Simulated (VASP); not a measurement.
# Ru (P6_3/mmc) in VASP: notebook

Aim: see how the results for Ru move with the level of theory and the settings. Levels: LDA, PBEsol. Tasks: elastic constants.

Everything below comes from runs of VASP 6.6.1. Logs are shortened: lines on timing, memory, paths and dates and some standing lists are left out, and cuts for length are marked.

**1. The cell of the first run**

The structure is hexagonal, space group P6_3/mmc (No. 194). Conventional cell: a = 2.706 Å, b = 2.706 Å, c = 4.282 Å, α = 90.00°, β = 90.00°, γ = 120.00°. Within 3.5 Å of Ru (site symmetry -6m2) lie 12 Ru at 2.65 to 2.71 Å.

**2. Elastic constants, LDA**

The input, INCAR:

```
SYSTEM = Ru
  ALGO = Fast
  EDIFF = 1E-8
  ENCUT = 600
  IBRION = 6
  ISIF = 3
  ISMEAR = -1
  LASPH = .TRUE.
  LCHARG = .FALSE.
  LREAL = .FALSE.
  LWAVE = .FALSE.
  NBANDS = 21
  NELM = 60
  NFREE = 2
  NSW = 1
  POTIM = 0.015
  PREC = Accurate
  SIGMA = 0.05
```

The input, KPOINTS:

```
k-points
0
G
  8 8 5
  0 0 0
```

The input, POSCAR:

```
Ru
1.0
    2.7058000000      0.0000000000      0.0000000000
   -1.3529000000      2.3432915376      0.0000000000
    0.0000000000      0.0000000000      4.2819000000
Ru
2
Direct
    0.6666666667      0.3333333333      0.7500000000
    0.3333333333      0.6666666667      0.2500000000
```

Potentials or basis: VASP PAW LDA potentials, release 64 (Ru_pv).

Launch:

```
$ cat potpaw_LDA.64/Ru_pv/POTCAR > POTCAR
$ mpirun -np 1 vasp_std > vasp.out
```

OUTCAR:

```text
SYSTEM = Ru
   EDIFF = 1E-8
   ENCUT = 600
   IBRION = 6
   ISIF = 3
   ISMEAR = -1
   LASPH = .TRUE.
   LREAL = .FALSE.
   NELM = 60
   NFREE = 2
   NSW = 1
   POTIM = 0.015
   PREC = Accurate

 ion  position               nearest neighbor table
   1  0.667  0.333  0.750-   2 2.65   2 2.65   2 2.65   2 2.65   2 2.65   2 2.65
   2  0.333  0.667  0.250-   1 2.65   1 2.65   1 2.65   1 2.65   1 2.65   1 2.65

  LATTYP: Found a hexagonal cell.
 ALAT       =     2.7058000000
 C/A-ratio  =     1.5824894671

  Lattice vectors:

 A1 = (   2.7058000000,   0.0000000000,   0.0000000000)
 A2 = (  -1.3529000000,   2.3432915376,   0.0000000000)
 A3 = (   0.0000000000,   0.0000000000,   4.2819000000)

Analysis of symmetry for initial positions (statically):
=====================================================================
 Subroutine PRICEL returns:
 Original cell was already a primitive cell.

 Routine SETGRP: Setting up the symmetry group for a
 hexagonal supercell.

 Subroutine GETGRP returns: Found 24 space group operations
 (whereof 12 operations were pure point group operations)
 out of a pool of 24 trial point group operations.

The static configuration has the point symmetry D_3d.
 The point group associated with its full space group is D_6h.

Analysis of symmetry for dynamics (positions and initial velocities):
=====================================================================
 Subroutine PRICEL returns:
 Original cell was already a primitive cell.

 Routine SETGRP: Setting up the symmetry group for a
 hexagonal supercell.

 Subroutine GETGRP returns: Found 24 space group operations
 (whereof 12 operations were pure point group operations)
 out of a pool of 24 trial point group operations.

The dynamic configuration has the point symmetry D_3d.
 The point group associated with its full space group is D_6h.

 Subroutine INISYM returns: Found 24 space group operations
 (whereof 12 operations are pure point group operations),
 and found     1 'primitive' translations

----------------------------------------------------------------------------------------

                                     Primitive cell

  volume of cell :      27.1493

  direct lattice vectors                    reciprocal lattice vectors
     2.705800000  0.000000000  0.000000000     0.369576465  0.213375072  0.000000000
    -1.352900000  2.343291538  0.000000000     0.000000000  0.426750144  0.000000000
     0.000000000  0.000000000  4.281900000     0.000000000  0.000000000  0.233541185

  length of vectors
     2.705800000  2.705800000  4.281900000     0.426750144  0.426750144  0.233541185

  position of ions in fractional coordinates (direct lattice)
     0.666666667  0.333333333  0.750000000
     0.333333333  0.666666667  0.250000000

  ion indices of the primitive-cell ions
   primitive index   ion index
                 1           1
                 2           2

[... 118 lines left out ...]
  ---------------------------------------------------
  free energy    TOTEN  =       -21.40275425 eV

  energy without entropy =      -21.39330915  energy(sigma->0) =      -21.39803170

------------------------ aborting loop because EDIFF is reached ----------------------------------------

  FORCE on cell =-STRESS in cart. coord.  units (eV):
  Direction    XX          YY          ZZ          XY          YZ          ZX
  --------------------------------------------------------------------------------------
  -------------------------------------------------------------------------------------
  Total       -1.9430715     -1.9430715     -2.1923783     -0.0000000     -0.0000000      0.0000000
  in kB     -114.6676249   -114.6676249   -129.3801182     -0.0000000     -0.0000000      0.0000000
  external PRESSURE =    -119.5717894 kB  Pullay stress =       0.0000000 kB
[... 89 lines left out ...]
  FREE ENERGIE OF THE ION-ELECTRON SYSTEM (eV)
  ---------------------------------------------------
  free  energy   TOTEN  =       -21.4203217948 eV

  energy  without entropy=      -21.4108867781  energy(sigma->0) =      -21.41560429

[... ionic steps 4 to 14 ...]

--------------------------------------- Ionic step       15  -------------------------------------------

 number of electron      28.0000001 magnetization

------------------------ aborting loop because EDIFF is reached ----------------------------------------
[... 67 lines left out ...]
--------------------------------------- Ionic step       17  -------------------------------------------

 number of electron      28.0000000 magnetization

 Free energy of the ion-electron system (eV)
  ---------------------------------------------------
  ext. energy  EPLUGINS =         0.00000000
  ---------------------------------------------------
  free energy    TOTEN  =       -21.40133253 eV

  energy without entropy =      -21.39185497  energy(sigma->0) =      -21.39659375

 E-fermi :  12.6782     XC(G=0): -14.3820

 val. band max:       12.4943747610   @ k =   0.3750   0.1250   0.4000
 cond. band min:      12.6795499751   @ k =   0.0000   0.0000   0.2000
 fundamental gap:      0.1851752141
 Fermi energy:        12.6782326907

 k-point     1 :       0.0000    0.0000    0.0000
  band No.  band energies     occupation
      1     -30.7724      2.00000
      2     -29.8141      2.00000
      3     -29.8141      2.00000
      4     -29.6407      2.00000
      5     -29.6407      2.00000
      6     -29.6083      2.00000
[... 565 lines left out ...]
     20      22.6724      0.00000
     21      24.6232      0.00000

 [... further k-points ...]

------------------------ aborting loop because EDIFF is reached ----------------------------------------

  FORCE on cell =-STRESS in cart. coord.  units (eV):
  Direction    XX          YY          ZZ          XY          YZ          ZX
  --------------------------------------------------------------------------------------
  -------------------------------------------------------------------------------------
  Total       -1.9376848     -1.9376848     -2.1771929      0.0000000      0.0000000     -0.0000000
  in kB     -114.3497391   -114.3497391   -128.4839717      0.0000000      0.0000000     -0.0000000
  external PRESSURE =    -119.0611500 kB  Pullay stress =       0.0000000 kB
[... 17 lines left out ...]
  FREE ENERGIE OF THE ION-ELECTRON SYSTEM (eV)
  ---------------------------------------------------
  free  energy   TOTEN  =       -21.4013325268 eV

  energy  without entropy=      -21.3918549680  energy(sigma->0) =      -21.39659375

 INTERNAL STRAIN TENSORS FROM STRAINED CELLS
 ============================================

 INTERNAL STRAIN TENSOR FOR ION    1 for displacements in x,y,z  (eV/Angst):
          X           Y           Z          XY          YZ          ZX
  --------------------------------------------------------------------------------
  x    -0.00000    -0.00000    -0.00000     2.77999    -0.00000    -0.00000
  y     2.74637    -2.79633    -0.00000    -0.00006    -0.00006    -0.00008
  z     0.00000     0.00000     0.00000     0.00000     0.01188     0.00000

 INTERNAL STRAIN TENSORS FROM DISPLACED ATOMS
 ============================================

 INTERNAL STRAIN TENSOR FOR ION    1 for displacements in x,y,z  (eV/Angst):
          X           Y           Z          XY          YZ          ZX
  --------------------------------------------------------------------------------
  x     0.00000     0.00000     0.00000     2.80200     0.00000     0.00000
  y     2.80200    -2.80200     0.00000     0.00000     0.00000     0.00000
  z     0.00000    -0.00000     0.00000     0.00000     0.00000    -0.00000

 INTERNAL STRAIN TENSOR FOR ION    2 for displacements in x,y,z  (eV/Angst):
          X           Y           Z          XY          YZ          ZX
  --------------------------------------------------------------------------------
  x     0.00000     0.00000     0.00000    -2.80200     0.00000     0.00000
  y    -2.80200     2.80200    -0.00000     0.00000     0.00000     0.00000
  z    -0.00000     0.00000     0.00000     0.00000     0.00000     0.00000

 Eigenvectors and eigenvalues of the dynamical matrix
 ----------------------------------------------------

   1 f  =    7.815992 THz    49.109324 2PiTHz  260.713418 cm-1    32.324330 meV
             X         Y         Z           dx          dy          dz
      1.352900  0.781097  3.211425     0.000000    0.000000    0.707107
     -0.000000  1.562194  1.070475    -0.000000    0.000000   -0.707107
[... 11 lines left out ...]
   4 f  =    0.000000 THz     0.000001 2PiTHz    0.000003 cm-1     0.000000 meV
             X         Y         Z           dx          dy          dz
      1.352900  0.781097  3.211425     0.078495    0.385380    0.587640
     -0.000000  1.562194  1.070475     0.078495    0.385380    0.587640

   5 f/i=    0.000000 THz     0.000000 2PiTHz    0.000001 cm-1     0.000000 meV
             X         Y         Z           dx          dy          dz
      1.352900  0.781097  3.211425    -0.694493   -0.047763    0.124091
     -0.000000  1.562194  1.070475    -0.694493   -0.047763    0.124091

   6 f/i=    0.000000 THz     0.000001 2PiTHz    0.000004 cm-1     0.000001 meV
             X         Y         Z           dx          dy          dz
      1.352900  0.781097  3.211425     0.107324   -0.590933    0.373203
     -0.000000  1.562194  1.070475     0.107324   -0.590933    0.373203

--------------------------------------------------------------------------------------------------------

 ELASTIC MODULI CONTR FROM IONIC RELAXATION (kBar)
 Direction    XX          YY          ZZ          XY          YZ          ZX
 --------------------------------------------------------------------------------
 XX         -57.5242     57.5242     -0.0000      0.0000      0.0000     -0.0000
 YY          57.5242    -57.5242      0.0000     -0.0000      0.0000      0.0000
 ZZ          -0.0000      0.0000     -0.0000      0.0000      0.0000     -0.0000
 XY           0.0000     -0.0000      0.0000    -57.5242      0.0000     -0.0000
 YZ           0.0000      0.0000      0.0000      0.0000      0.0000      0.0000
 ZX          -0.0000      0.0000     -0.0000     -0.0000      0.0000     -0.0000
 --------------------------------------------------------------------------------

 TOTAL ELASTIC MODULI (kBar)
 Direction    XX          YY          ZZ          XY          YZ          ZX
 --------------------------------------------------------------------------------
 XX        5850.2676   1899.4863   1732.3778      0.0000     -0.0000      0.0000
 YY        1899.4863   5850.2676   1732.3778     -0.0000      0.0000      0.0000
 ZZ        1732.3778   1732.3778   6613.7802     -0.0000      0.0000     -0.0000
 XY           0.0000     -0.0000     -0.0000   1975.3906     -0.0000     -0.0000
 YZ          -0.0000      0.0000      0.0000     -0.0000   1991.5373      0.0000
 ZX          -0.0000      0.0000     -0.0000     -0.0000      0.0000   1991.5373
 --------------------------------------------------------------------------------
```

It took 5.3 min on 1 thread of Intel Xeon Platinum 8488C (Sapphire Rapids), shared host; peak memory 0.24 GiB.

What came out:

* Voigt bulk modulus: 323 GPa
* Highest phonon frequency at Γ: 261 cm⁻¹

Phonon frequencies in cm⁻¹ (negative: imaginary):
| q point | frequencies |
| --- | --- |
| (0.000, 0.000, 0.000) | 0 0 0 208 208 261 |

Elastic tensor in Voigt notation (GPa, in the Cartesian axes of the cell as first typed):
```
585 190 173   0   0   0
190 585 173   0   0   0
173 173 661   0   0   0
  0   0   0 199   0   0
  0   0   0   0 199   0
  0   0   0   0   0 198
```

Clamped-ion elastic tensor (GPa):
```
591 184 173   0   0   0
184 591 173   0   0   0
173 173 661   0   0   0
  0   0   0 199   0   0
  0   0   0   0 199   0
  0   0   0   0   0 203
```

Caveat: the cell is under stress, which shifts elastic constants.

[end of part 1 of 2]
